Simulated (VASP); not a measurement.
# I (Im-3m) in VASP: notebook

Runs on I. Level: LDA. Tasks: single point, relaxation of cell and atoms.

All numbers are computed with VASP 6.6.1; they aren't measurements. Logs are shortened: lines on timing, memory, paths and dates and some standing lists are left out, and cuts for length are marked.

## 1. The cell of the first run

The structure is cubic, space group Im-3m (No. 229). Conventional cell: a = 3.138 Å, b = 3.138 Å, c = 3.138 Å, α = 90.00°, β = 90.00°, γ = 90.00°. I (site symmetry m-3m) has 14 I at 2.72 to 3.14 Å within 3.6 Å.

## 2. Single point, LDA

INCAR reads:

```
PREC = Accurate
ENCUT = 520
EDIFF = 1E-6
ISMEAR = -1
SIGMA = 0.05
LREAL = F
LASPH = T
NELM = 60
ALGO = Normal
ISIF = 2
LWAVE = F
LCHARG = F
NBANDS = 10
```

KPOINTS reads:

```
Automatic mesh
0
Gamma
  17 17 17
```

POSCAR reads:

```
I
1.0
   -1.5688010683      1.5688010683      1.5688010683
    1.5688010683     -1.5688010683      1.5688010683
    1.5688010683      1.5688010683     -1.5688010683
I
1
Direct
    0.0000000000      0.0000000000      0.0000000000
```

Potentials or basis: VASP PAW LDA potentials, release 64 (I).

The run is started by

```
cat potpaw_LDA.64/I/POTCAR > POTCAR
mpirun -np 1 vasp_std > vasp.out
```

OUTCAR:

```text
PREC = Accurate
   ENCUT = 520
   EDIFF = 1E-6
   ISMEAR = -1
   LREAL = F
   LASPH = T
   NELM = 60
   ISIF = 2

 ion  position               nearest neighbor table
   1  0.000  0.000  0.000-

  LATTYP: Found a body centered cubic cell.
 ALAT       =     3.1376021366

  Lattice vectors:

 A1 = (  -1.5688010683,   1.5688010683,   1.5688010683)
 A2 = (   1.5688010683,  -1.5688010683,   1.5688010683)
 A3 = (   1.5688010683,   1.5688010683,  -1.5688010683)

Analysis of symmetry for initial positions (statically):
=====================================================================
 Subroutine PRICEL returns:
 Original cell was already a primitive cell.

 Routine SETGRP: Setting up the symmetry group for a
 body centered cubic supercell.

 Subroutine GETGRP returns: Found 48 space group operations
 (whereof 48 operations were pure point group operations)
 out of a pool of 48 trial point group operations.

The static configuration has the point symmetry O_h .

Analysis of symmetry for dynamics (positions and initial velocities):
=====================================================================
 Subroutine PRICEL returns:
 Original cell was already a primitive cell.

 Routine SETGRP: Setting up the symmetry group for a
 body centered cubic supercell.

 Subroutine GETGRP returns: Found 48 space group operations
 (whereof 48 operations were pure point group operations)
 out of a pool of 48 trial point group operations.

The dynamic configuration has the point symmetry O_h .

 Subroutine INISYM returns: Found 48 space group operations
 (whereof 48 operations are pure point group operations),
 and found     1 'primitive' translations

----------------------------------------------------------------------------------------

                                     Primitive cell

  volume of cell :      15.4441

  direct lattice vectors                    reciprocal lattice vectors
    -1.568801068  1.568801068  1.568801068     0.000000000  0.318714724  0.318714724
     1.568801068 -1.568801068  1.568801068     0.318714724  0.000000000  0.318714724
     1.568801068  1.568801068 -1.568801068     0.318714724  0.318714724  0.000000000

  length of vectors
     2.717243157  2.717243157  2.717243157     0.450730686  0.450730686  0.450730686

  position of ions in fractional coordinates (direct lattice)
     0.000000000  0.000000000  0.000000000

  ion indices of the primitive-cell ions
   primitive index   ion index
                 1           1

----------------------------------------------------------------------------------------

 KPOINTS: Automatic mesh

Automatic generation of k-mesh.
 Grid dimensions read from file:
 generate k-points for:   17   17   17

 Generating k-lattice:

  Cartesian coordinates                     Fractional coordinates (reciprocal lattice)
     0.000000000  0.018747925  0.018747925     0.058823529  0.000000000  0.000000000
     0.018747925  0.000000000  0.018747925     0.000000000  0.058823529  0.000000000
     0.018747925  0.018747925  0.000000000     0.000000000  0.000000000  0.058823529

  Length of vectors
     0.026513570  0.026513570  0.026513570

  Shift w.r.t. Gamma in fractional coordinates (k-lattice)
     0.000000000  0.000000000  0.000000000

 Subroutine IBZKPT returns following result:
 ===========================================

 Found    165 irreducible k-points:

 Following reciprocal coordinates:
            Coordinates               Weight
  0.000000  0.000000  0.000000      1.000000
  0.058824  0.000000  0.000000     12.000000
  0.117647  0.000000  0.000000     12.000000
  0.176471  0.000000  0.000000     12.000000
  0.235294  0.000000  0.000000     12.000000
  0.294118  0.000000  0.000000     12.000000
[... 16 lines left out ...]
  0.411765  0.117647  0.000000     48.000000
  0.176471  0.176471  0.000000     24.000000
 [... further k-points ...]
   k-points           NKPTS =    165   k-points in BZ     NKDIM =    165   number of bands    NBANDS=     10
   number of dos      NEDOS =    301   number of ions     NIONS =      1
   total plane-waves  NPLWV =   8000
   dimension x,y,z NGX =    20 NGY =   20 NGZ =   20
   dimension x,y,z NGXF=    40 NGYF=   40 NGZF=   40
   ions per type =               1
   NGX,Y,Z   is equivalent  to a cutoff of  12.24, 12.24, 12.24 a.u.
   NGXF,Y,Z  is equivalent  to a cutoff of  24.47, 24.47, 24.47 a.u.
 SYSTEM =  unknown system
   PREC   = accura    normal or accurate (medium, high low for compatibility)
   ISTART =      0    job   : 0-new  1-cont  2-samecut
   ICHARG =      2    charge: 1-file 2-atom 10-const
   ISPIN  =      1    spin polarized calculation?
   LNONCOLLINEAR =      F non collinear calculations
   LSORBIT =      F    spin-orbit coupling
   LASPH  =      T    aspherical Exc in radial PAW
   ENCUT  =  520.0 eV  38.22 Ry    6.18 a.u.   5.05  5.05  5.05*2*pi/ulx,y,z
   NELM   =     60;   NELMIN=  2; NELMDL= -5     # of ELM steps
   EDIFF  = 0.1E-05   stopping-criterion for ELM
   LREAL  =      F    real-space projection
   EDIFFG = 0.1E-04   stopping-criterion for IOM
   NSW    =      0    number of steps for IOM
   IBRION =     -1    ionic relax: 0-MD 1-quasi-New 2-CG
   NFREE  =      0    steps in history (QN), initial steepest desc. (CG)
   ISIF   =      2    stress and relaxation
   ISYM   =      2    0-nonsym 1-usesym 2-fastsym
   POTIM  = 0.5000    time-step for ionic-motion
   TEBEG  =    0.0;   TEEND  =   0.0 temperature during run
   PSTRESS=    0.0 pullay stress
   NELECT =       7.0000    total number of electrons
   NUPDOWN=      -1.0000    fix difference up-down
   EMIN   =  10.00;   EMAX   =-10.00  energy-range for DOS
   EFERMI =   0.00;   METHOD = LEGACY
   ISMEAR =    -1;   SIGMA  =   0.05  broadening in eV -4-tet -1-fermi 0-gaus
   EFERMI_NEDOS =   21; number of points for ismear=-14 and -15
   IALGO  =     38    algorithm
   IMIX   =      4    mixing-type and parameters
     AMIX     =   0.40;   BMIX     =  1.00
     AMIX_MAG =   1.60;   BMIX_MAG =  1.00
  volume/ion in A,a.u.               =      15.44       104.22
  Fermi-wavevector in a.u.,A,eV,Ry     =   1.257534  2.376394 21.516131  1.581391
  Thomas-Fermi vector in A             =   2.391188
   LORBIT       =      0    0 simple, 1 ext, 2 COOP (PROOUT), +10 PAW based schemes
   GGA     = CA    functional components
   LHFCALC =     F    Hartree Fock is set to
   AEXX    =    0.0000 exact exchange contribution
   IVDW    =     0    specifies the selected vdW correction
   LEPSILON=     F    determine dielectric tensor
   LRPA    =     F    only Hartree local field effects (RPA)
 non-spin polarized calculation
  energy-cutoff  :      520.00
  volume of cell :       15.44
 maximum number of plane-waves:       429
   NGX = 11   NGY = 11   NGZ = 11

 number of electron       6.9999999 magnetization

 Free energy of the ion-electron system (eV)
  ---------------------------------------------------
  ext. energy  EPLUGINS =         0.00000000
  ---------------------------------------------------
  free energy    TOTEN  =         2.25447658 eV

  energy without entropy =        2.25796931  energy(sigma->0) =        2.25622294

 E-fermi :  19.9579     XC(G=0): -13.2003

 val. band max:       19.8514543192   @ k =  -0.4118  -0.4118   0.1765
 cond. band min:      19.9656945225   @ k =   0.1176   0.1176   0.0000
 fundamental gap:      0.1142402032
 Fermi energy:        19.9578579101

 k-point     1 :       0.0000    0.0000    0.0000
  band No.  band energies     occupation
      1      -2.9755      2.00000
      2      24.3786      0.00000
      3      24.3786      0.00000
      4      24.3786      0.00000
      5      29.9537      0.00000
      6      29.9537      0.00000
      7      29.9537      0.00000
      8      30.1080      0.00000
      9      30.1080      0.00000
     10      30.1080      0.00000

 k-point     2 :       0.0588    0.0000    0.0000
  band No.  band energies     occupation
      1      -2.8647      2.00000
      2      23.4414      0.00000
      3      23.8978      0.00000
      4      24.2408      0.00000
      5      28.6583      0.00000
      6      28.7834      0.00000
      7      29.7349      0.00000
      8      30.6898      0.00000
      9      31.0508      0.00000
     10      31.4551      0.00000

 k-point     3 :       0.1176    0.0000    0.0000
  band No.  band energies     occupation
      1      -2.5328      2.00000
      2      21.2365      0.00000
      3      22.8304      0.00000
      4      23.8355      0.00000
      5      27.6233      0.00000
      6      27.7105      0.00000
      7      29.5277      0.00000
      8      31.6081      0.00000
      9      32.0623      0.00000
     10      33.0557      0.00000

 k-point     4 :       0.1765    0.0000    0.0000
  band No.  band energies     occupation
      1      -1.9802      2.00000
      2      18.6007      2.00000
      3      21.6281      0.00000
      4      23.2299      0.00000
      5      26.8031      0.00000
      6      26.8248      0.00000
      7      29.6820      0.00000
      8      32.1056      0.00000
      9      33.7848      0.00000
     10      34.8392      0.00000

 k-point     5 :       0.2353    0.0000    0.0000
  band No.  band energies     occupation
      1      -1.2089      2.00000
      2      15.9118      2.00000
      3      20.4941      0.00004
      4      22.5497      0.00000
      5      26.0562      0.00000
      6      26.1820      0.00000
      7      30.2056      0.00000
      8      32.6245      0.00000
      9      35.6684      0.00000
     10      36.8025      0.00000

 k-point     6 :       0.2941    0.0000    0.0000
  band No.  band energies     occupation
      1      -0.2240      2.00000
      2      13.3154      2.00000
      3      19.5200      1.99969
      4      21.9097      0.00000
      5      25.4652      0.00000
      6      25.6790      0.00000
      7      31.0214      0.00000
      8      33.2000      0.00000
      9      37.6373      0.00000
     10      38.9346      0.00000
[... 183 lines left out ...]
 k-point    21 :       0.2941    0.1176    0.0000
  band No.  band energies     occupation
      1       1.2804      2.00000
      2      11.1270      2.00000
      3      16.6544      2.00000
      4      20.1598      0.03459
      5      25.9705      0.00000
      6      28.3306      0.00000
      7      30.5348      0.00000
      8      35.7196      0.00000
      9      37.3790      0.00000
     10      38.8350      0.00000

 k-point    22 :       0.3529    0.1176    0.0000
  band No.  band energies     occupation
      1       2.6060      2.00000
      2       9.0015      2.00000
      3      16.1439      2.00000
      4      19.7790      1.94564
      5      25.6983      0.00000
      6      28.2333      0.00000
      7      31.4659      0.00000
      8      35.2249      0.00000
      9      38.2182      0.00000
     10      40.2134      0.00000

 k-point    23 :       0.4118    0.1176    0.0000
  band No.  band energies     occupation
      1       3.8358      2.00000
      2       7.3646      2.00000
      3      15.8884      2.00000
      4      19.5850      1.99885
      5      25.5616      0.00000
      6      28.1509      0.00000
      7      32.6106      0.00000
      8      34.0368      0.00000
      9      39.1519      0.00000
     10      40.3510      0.00000

 k-point    24 :       0.1765    0.1765    0.0000
  band No.  band energies     occupation
      1      -0.0064      2.00000
      2      14.3013      2.00000
      3      16.5693      2.00000
      4      20.6402      0.00000
      5      27.2113      0.00000
      6      27.7914      0.00000
      7      31.3642      0.00000
      8      33.3803      0.00000
      9      36.4842      0.00000
     10      36.8122      0.00000

 [... further k-points ...]

------------------------ aborting loop because EDIFF is reached ----------------------------------------

  FORCE on cell =-STRESS in cart. coord.  units (eV):
  Direction    XX          YY          ZZ          XY          YZ          ZX
  --------------------------------------------------------------------------------------
  -------------------------------------------------------------------------------------
  Total       14.4723567     14.4723567     14.4723567     -0.0000000      0.0000000     -0.0000000
  in kB     1501.3647646   1501.3647646   1501.3647646     -0.0000000      0.0000000     -0.0000000
  external PRESSURE =    1501.3647646 kB  Pullay stress =       0.0000000 kB

 VOLUME and BASIS-vectors are now :
 -----------------------------------------------------------------------------
  energy-cutoff  :      520.00
  volume of cell :       15.44
      direct lattice vectors                 reciprocal lattice vectors
    -1.568801068  1.568801068  1.568801068     0.000000000  0.318714724  0.318714724
     1.568801068 -1.568801068  1.568801068     0.318714724  0.000000000  0.318714724
     1.568801068  1.568801068 -1.568801068     0.318714724  0.318714724  0.000000000

 POSITION                                       TOTAL-FORCE (eV/Angst)
 -----------------------------------------------------------------------------------
      0.00000      0.00000      0.00000         0.000000      0.000000      0.000000
 -----------------------------------------------------------------------------------
    total drift:                                0.000000      0.000000     -0.000000

  FREE ENERGIE OF THE ION-ELECTRON SYSTEM (eV)
  ---------------------------------------------------
  free  energy   TOTEN  =         2.2544765751 eV

  energy  without entropy=        2.2579693074  energy(sigma->0) =        2.25622294
```

It took 7 s on 1 thread of Intel Xeon 6975P-C (Granite Rapids), shared host; peak memory 0.13 GiB.

Results:

- Free energy: 2.2545 eV
- Pressure: 150.1 GPa
- Band gap on the k mesh: zero (an odd number of electrons rules out a gap without spin polarisation)

Caveat: the cell stands under pressure; spin-orbit coupling is left out, which moves the levels of the heavy elements; an odd number of electrons without spin polarisation forces a metal; a magnetic or distorted state may lie lower.

## 3. Relaxation of cell and atoms, LDA, target pressure 150 GPa, at which the enthalpy is minimised

INCAR reads:

```
SYSTEM = I
ALGO = Normal
EDIFF = 1E-6
EDIFFG = -0.005
ENCUT = 600
IBRION = 2
ISIF = 3
ISMEAR = -1
LASPH = .True.
LCHARG = .False.
LREAL = .False.
LWAVE = .False.
NELM = 100
NSW = 32
PREC = Accurate
PSTRESS = 1500.0
SIGMA = 0.05
```

KPOINTS reads:

```
k-points
0
Gamma
  17 17 17
  0 0 0
```

POSCAR reads:

```
I
1.0
   -1.5686955787      1.5686955787      1.5686955787
    1.5686955787     -1.5686955787      1.5686955787
    1.5686955787      1.5686955787     -1.5686955787
I
1
Direct
    0.0000000000      0.0000000000      0.0000000000
```

Potentials or basis: VASP PAW LDA potentials, release 64 (I).

The run is started by

```
cat potpaw_LDA.64/I/POTCAR > POTCAR
mpirun -np 1 vasp_std > vasp.out
```

It took 11 s on 1 thread of Intel Xeon 6975P-C (Granite Rapids), shared host; peak memory 0.14 GiB.

It converged, with:

| Quantity | Value |
| --- | --- |
| Free energy | 2.2508 eV |
| Relaxed volume | 15.45 Å³/atom |
| Relaxed cell | a = 2.717 Å, b = 2.717 Å, c = 2.717 Å, α = 109.47°, β = 109.47°, γ = 109.47° |
| Space group after relaxing (to 0.1 Å) | Im-3m (No. 229) |
| Energy change on relaxing (the run minimises the enthalpy) | -6.5 meV/atom |
| Ionic steps | 3 |
| Pressure after relaxing | 150.0 GPa |
| Band gap on the k mesh | zero (an odd number of electrons rules out a gap without spin polarisation) |

The path:
```tsv
step	energy change (eV)	largest force (eV/Å)	pressure (GPa)	volume (Å³)
1	0.0000	0.0000	150.25	15.44
2	-0.0501	0.0000	148.33	15.49
3	-0.0065	0.0000	149.98	15.45
```

Final structure:
```
CELL_PARAMETERS angstrom
-1.56893 1.56893 1.56893
1.56893 -1.56893 1.56893
1.56893 1.56893 -1.56893
ATOMIC_POSITIONS crystal
I 0.00000 0.00000 0.00000
```

Levels at points of the mesh, in eV from the Fermi level:
```
           k point  band 1  band 2  band 3  band 4  band 5  band 6  band 7
(0.00, 0.00, 0.00)  -22.93    4.42    4.42    4.42   10.00   10.00   10.00
```

Caveat: the cell is relaxed towards a set pressure, so the run minimises the enthalpy, not the energy; spin-orbit coupling is left out, which moves the levels of the heavy elements; an odd number of electrons without spin polarisation forces a metal; a magnetic or distorted state may lie lower.

The gap in the log of VASP goes by the Fermi energy; the results here count the filled bands.